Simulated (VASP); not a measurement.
A run of VASP 6.6.1:

File INCAR:

```
SYSTEM = AlNi3
PREC     = Accurate       ! precision mode
ENCUT    = 520            ! plane-wave cutoff, eV
EDIFF    = 1E-7           ! SCF threshold, eV
ISMEAR   = 0              ! smearing method
SIGMA    = 0.15           ! smearing width, eV
LREAL    = .False.        ! projectors in reciprocal space
LASPH    = .True.         ! aspherical terms in the spheres
NELM     = 150            ! most SCF steps
ALGO     = Normal         ! electronic algorithm
ISIF     = 2              ! what is computed and relaxed
LWAVE    = .False.        ! write WAVECAR
LCHARG   = .False.        ! write CHGCAR
ISPIN    = 2              ! spin polarisation
MAGMOM   = 0 0.75 0.75 0.75 ! initial moments
LORBIT   = 11             ! projections on sites
NUPDOWN  = 2.25           ! fixed moment
LMAXMIX  = 4              ! l up to which the mixer works
GGA      = PE             ! functional
NBANDS   = 28             ! bands
```

The input KPOINTS:

```
Automatic mesh
0
Gamma
  14 14 14
  0 0 0
```

File POSCAR:

```
AlNi3
1.0
    0.0000000000      2.8358889503      2.8358889503
    2.8358889503      0.0000000000      2.8358889503
    2.8358889503      2.8358889503      0.0000000000
Al Ni
1 3
Direct
    0.5000000000      0.5000000000      0.5000000000
    0.2500000000      0.2500000000      0.2500000000
    0.0000000000      0.0000000000      0.0000000000
    0.7500000000      0.7500000000      0.7500000000
```

Potentials or basis: VASP PAW PBE potentials, release 64 (Al, Ni).

Run with:

```bash
$ cat potpaw_PBE.64/Al/POTCAR potpaw_PBE.64/Ni/POTCAR > POTCAR
$ mpirun -np 1 vasp_std > vasp.out
```

Hardware: 1 thread of Oxide Virtual Turin-like Processor (shared host).

Task: Estimate the wall time of this run.

Result: Wall time 3.5 min on 1 thread of Oxide Virtual Turin-like Processor (shared host), peak memory 0.28 GiB. Counts: scf iterations 16, k points 104.
